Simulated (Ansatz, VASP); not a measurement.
## Rh in VASP and in Ansatz

INCAR

```
SYSTEM = Rh
PREC = Accurate
ENCUT = 520
EDIFF = 1E-6
ISMEAR = 0
SIGMA = 0.15
LREAL = .False.
LASPH = .True.
NELM = 80
ALGO = Fast
ISIF = 2
LWAVE = .False.
LCHARG = .True.
LELF = .True.
LVHAR = .True.
NBANDS = 22
```

Contents of KPOINTS:

```
Automatic mesh
0
Gamma
  24 24 12
  0 0 0
```

The input POSCAR:

```
Rh
1.0
    2.8079481983      0.0000000000      0.0000000000
   -1.4039740991      2.4317544722      0.0000000000
    0.0000000000      0.0000000000      4.1890362815
Rh
2
Direct
    0.6666666667      0.3333333333      0.7500000000
    0.3333333333      0.6666666667      0.2500000000
```

Input for Ansatz:

```yaml
crystal:
  lattice:
    - [2.8079481983, 0.0, 0.0]
    - [-1.4039740991, 2.4317544722, 0.0]
    - [0.0, 0.0, 4.1890362815]
  atoms:
    - { symbol: Rh, position: [0.6666666667, 0.3333333333, 0.75] }
    - { symbol: Rh, position: [0.3333333333, 0.6666666667, 0.25] }
basis:
  ecutwfc: 420
kpoints:
  mp_grid: { grid: [24, 24, 12] }
hamiltonian:
  xc: lda
scf:
  occupations: { method: gaussian, width: 0.15 }
output:
  forces: true
  stress: true
  eigenvalues: true
```

Alike in both runs: task single point; functional LDA; k mesh 24 × 24 × 12; occupations gaussian, width 0.15 eV; no spin polarisation.

|  | VASP | Ansatz |
| --- | --- | --- |
| version | VASP 6.6.1 | Ansatz 0.2.0 |
| potentials or method | VASP PAW LDA potentials, release 64 (Rh_pv), cutoff 520 eV | scalar-relativistic, plane waves, PAW |
| valence electrons in the cell | 30 | 34 |

```csv
,VASP,Ansatz,Ansatz less VASP
gap on the k mesh at the Fermi level (eV),none,none,-
pressure (GPa),-16.7,-17.4,-0.64
"traceless stress, the component that is largest in VASP (GPa)",10.27,10.15,-0.121
```

LDA's correlation is that of Perdew and Zunger in VASP and of Perdew and Wang (1992) in Ansatz. A gap of «none» marks a metal or a gap that the smearing closes. VASP's potentials hold 30 valence electrons a cell and Ansatz's 34, so a difference there can come from the potentials and not from the codes.
